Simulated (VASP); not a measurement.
Write the native input for VASP 6.6.1 that does the following.

```yaml
Task: single point
Functional: PBEsol
Potentials_or_basis: VASP PAW PBE potentials, release 64 (Sr_sv, O)
Cutoff: 520 eV
k_mesh: 9 × 9 × 9
Occupations: fermi-dirac, width 0.05 eV
Spin: no spin polarisation
Dipole_correction: no
Further_INCAR_settings: ALGO = Normal; EDIFF = 1e-06; NBANDS = 15
```

The structure of SrO lies in POSCAR:

```
SrO
1.0
    0.0000000000      2.4353813521      2.4353813521
    2.4353813521      0.0000000000      2.4353813521
    2.4353813521      2.4353813521      0.0000000000
Sr O
1 1
Direct
    0.5000000000      0.5000000000      0.5000000000
    0.0000000000      0.0000000000      0.0000000000
```

The input as run:

INCAR

```
SYSTEM = SrO
PREC = Accurate
ENCUT = 520
EDIFF = 1E-6
ISMEAR = -1
SIGMA = 0.05
LREAL = .False.
LASPH = .True.
NELM = 100
ALGO = Normal
ISIF = 2
LWAVE = .False.
LCHARG = .False.
GGA = PS
NBANDS = 15
```

KPOINTS

```
Automatic mesh
0
Gamma
  9 9 9
  0 0 0
```

Potentials or basis: VASP PAW PBE potentials, release 64 (Sr_sv, O).

Command:

```bash
$ cat potpaw_PBE.64/Sr_sv/POTCAR potpaw_PBE.64/O/POTCAR > POTCAR
$ mpirun -np 1 vasp_std > vasp.out
```

Results of the run:

```
Pressure               : 21.3 GPa
Band gap on the k mesh : 2.98 eV
```

Caveat: the cell stands under pressure; the PAW data sets were made with another functional, which shifts forces and pressure a little; an odd mesh through Γ misses points on the zone boundary, where band edges can lie.

Wall time 21 s on 1 thread of Intel(R) Xeon(R) 6975P-C (Granite Rapids) (shared host), peak memory 0.15 GiB.
